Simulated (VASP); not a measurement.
The system is Pt.

```
CELL_PARAMETERS angstrom
2.14129 -3.62908 0.00000
2.14129 3.62908 0.00000
0.00000 0.00000 4.28827
ATOMIC_POSITIONS crystal
Pt 0.15250 0.84750 0.07850
Pt 0.65250 0.34750 0.42150
Pt 0.84750 0.15250 0.92150
Pt 0.34750 0.65250 0.57850
```

```yaml
Program: VASP 6.6.1
Task: relaxation of cell and atoms
Functional: PBEsol
Potentials_or_basis: VASP PAW PBE potentials, release 64 (Pt)
Cutoff: 600 eV
k_mesh: 6 × 6 × 4
Occupations: gaussian, width 0.1 eV
Spin: no spin polarisation
```

At the start: pressure 24.2 GPa; volume 16.66 Å³/atom.

Where does the relaxation end?

Over 63 steps the energy falls by 754.9 meV/atom and the volume is 15.18 Å³/atom (-8.9 %); space group Cmce (No. 64, to 0.1 Å) before, I4/mmm (No. 139, to 0.1 Å).

Step by step:
```csv
step,energy change (eV),largest force (eV/Å),pressure (GPa),volume (Å³)
1,0.0000,2.2755,24.24,66.65
3,-0.6396,0.0970,-3.38,74.41
5,-0.6599,0.0560,0.20,72.96
7,-0.6688,0.1264,-0.61,73.29
9,-0.6832,0.3547,-1.45,73.67
11,-0.6925,0.2968,1.75,72.71
13,-0.6994,0.2714,0.62,73.06
15,-0.7308,0.2212,-0.57,73.64
17,-0.7395,0.3699,-1.63,74.12
19,-0.7536,0.3656,-1.86,74.13
21,-0.8166,0.3614,-3.18,74.14
23,-1.3198,0.1654,-14.39,72.98
25,-1.4879,0.2067,-17.45,72.31
27,-1.9869,0.3128,-18.64,69.48
29,-1.9476,0.2525,-19.64,69.91
31,-1.9599,0.2972,-19.28,69.75
33,-1.9610,0.3109,-19.12,69.70
35,-2.0102,0.3167,-18.25,69.30
37,-2.2002,0.3485,-13.85,67.49
39,-2.3019,0.5629,13.33,60.56
41,-2.4073,0.4601,0.48,63.24
43,-2.4427,0.4617,0.57,63.05
45,-2.4822,0.7023,2.73,62.12
47,-2.5168,0.5921,-0.27,62.75
49,-2.5732,0.6515,-5.86,63.66
51,-2.6985,0.7173,-4.92,62.90
53,-2.8352,0.7423,-0.26,61.29
55,-2.9453,0.5980,5.32,59.88
57,-2.9941,0.3652,0.28,60.81
59,-3.0108,0.2032,-0.79,60.93
61,-3.0175,0.0853,0.44,60.63
63,-3.0196,0.0384,0.14,60.71
```

Final structure:
```xyz
4
Lattice="2.3672 -2.3677 0.0000 2.3672 2.3677 0.0000 0.0000 0.0000 5.4153" Properties=species:S:1:pos:R:3 pbc="T T T"
Pt    2.3672    1.1874    0.6792
Pt    2.3672   -1.1804    2.0284
Pt    2.3672   -1.1874    4.7361
Pt    2.3672    1.1804    3.3869
```

Caveat: the k points lie up to 0.31 Å⁻¹ apart in the final cell, too coarse for converged energies and pressures of a metal; a cell axis changed by over 15 % at a fixed basis, so the end point is rough; the PAW data sets were made with another functional, which shifts forces and pressure a little.
